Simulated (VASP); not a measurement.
Runs of VASP 6.6.1 on C. The structure is that of space group Fmmm (No. 69), or close to it. The cells are those of the table. 

| cell | gap on the mesh (eV) | pressure (GPa) | largest force (eV/Å) |
| --- | --- | --- | --- |
| a = 4.000, b = 3.732, c = 2.305 Å, angles 79.1, 66.4, 34.5°, 2 atoms | 0.07 | 41.9 | 3.75 |
| a = 4.004, b = 3.402, c = 2.674 Å, angles 81.5, 57.2, 41.3°, 2 atoms | 0.18 | (b) | 0.05 |
| a = 4.023, b = 3.670, c = 2.419 Å, angles 79.8, 63.9, 36.3°, 2 atoms | 0.04 | 7.6 | 0.67 |
| a = 4.038, b = 3.726, c = 2.377 Å, angles 79.5, 65.1, 35.4°, 2 atoms | 0.19 | 16.4 | 1.69 |
| a = 3.947, b = 3.407, c = 2.582 Å, angles 81.2, 58.6, 40.3°, 2 atoms | 0.26 | -1.7 | 0.71 |
| a = 4.001, b = 3.507, c = 2.564 Å, angles 80.8, 59.9, 39.2°, 2 atoms | 0.06 | -9.6 | 0.45 |
| a = 3.969, b = 3.620, c = 2.387 Å, angles 79.8, 63.9, 36.3°, 2 atoms | (a) | 21.4 | 0.85 |
| a = 3.951, b = 3.512, c = 2.479 Å, angles 80.5, 61.3, 38.2°, 2 atoms | 0.06 | 7.0 | 0.53 |

Alike in all rows: task single point; level PBE+D3(BJ); potentials or basis VASP PAW PBE potentials, release 64 (C); no spin polarisation; k mesh 18 × 18 × 18; cutoff (eV) 520; smearing gaussian 0.03 eV.

Q: Estimate the missing entries.

A: (a) 0.02; (b) -15.1.

Caveats: forces of over 1 eV/Å act on the atoms, so gaps and moduli don't describe the material at rest (some runs).

A k mesh can miss the band edges.
